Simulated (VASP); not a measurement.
Write the native input for VASP 6.6.1 that does the following.

```yaml
Task: single point
Functional: RPBE
Potentials_or_basis: VASP PAW PBE potentials, release 64 (Pb_d)
Cutoff: 520 eV
k_mesh: 9 × 9 × 9
Occupations: fermi-dirac, width 0.05 eV
Spin: no spin polarisation
Dipole_correction: no
Further_INCAR_settings: ALGO = Fast; EDIFF = 1e-06; NBANDS = 13
```

The structure of Pb lies in POSCAR:

```
Pb
1.0
    0.0000000000      2.5075897876      2.5075897876
    2.5075897876      0.0000000000      2.5075897876
    2.5075897876      2.5075897876      0.0000000000
Pb
1
Direct
    0.0000000000      0.0000000000      0.0000000000
```

One way to write it, as run:

INCAR

```
SYSTEM = Pb
PREC = Accurate
ENCUT = 520
EDIFF = 1E-6
ISMEAR = -1
SIGMA = 0.05
LREAL = .FALSE.
LASPH = .TRUE.
NELM = 60
ALGO = Fast
ISIF = 2
LWAVE = .FALSE.
LCHARG = .FALSE.
GGA = RP
NBANDS = 13
```

KPOINTS

```
Automatic mesh
0
G
  9 9 9
  0 0 0
```

Potentials or basis: VASP PAW PBE potentials, release 64 (Pb_d).

Run with:

```console
$ cat potpaw_PBE.64/Pb_d/POTCAR > POTCAR
$ mpirun -np 1 vasp_std > vasp.out
```

Results of the run:

| Property | Result |
| --- | --- |
| Pressure | 1.9 GPa |
| Band gap on the k mesh | zero (band 7 reaches 14.12 eV, above the bottom of band 8 at 5.52 eV) |

Caveat: the PAW data sets were made with another functional, which shifts forces and pressure a little; spin-orbit coupling is left out, which moves the levels of the heavy elements.

Run time: 16 s on 1 thread of Intel(R) Xeon(R) Platinum 8488C (Sapphire Rapids), with other jobs on the host, peak memory 0.15 GiB.
